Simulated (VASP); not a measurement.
Here is a VASP 6.6.1 calculation.

Contents of INCAR:

```
SYSTEM = Na
PREC = Accurate
ENCUT = 520
EDIFF = 1E-6
ISMEAR = -1
SIGMA = 0.08
LREAL = .FALSE.
LASPH = .TRUE.
NELM = 60
ALGO = Normal
ISIF = 2
LWAVE = .FALSE.
LCHARG = .FALSE.
GGA = PS
NBANDS = 14
```

KPOINTS

```
Automatic mesh
0
G
  12 12 7
  0 0 0
```

Contents of POSCAR:

```
Na
1.0
    3.2289514832      0.0000000000      0.0000000000
   -1.6144757416      2.7963540120      0.0000000000
    0.0000000000      0.0000000000      5.2441176910
Na
2
Direct
    0.3333333333      0.6666666667      0.2500000000
    0.6666666667      0.3333333333      0.7500000000
```

Potentials or basis: VASP PAW PBE potentials, release 64 (Na_pv).

Run with:

```bash
$ cat potpaw_PBE.64/Na_pv/POTCAR > POTCAR
$ mpirun -np 1 vasp_std > vasp.out
```

Q: Estimate the band gap on the k mesh.

A: Zero (bands 7 and 8 overlap by 4.85 eV).

Q: Predict the pressure.

A: 7.4 GPa.

Caveat: the cell stands under pressure; the PAW data sets were made with another functional, which shifts forces and pressure a little.
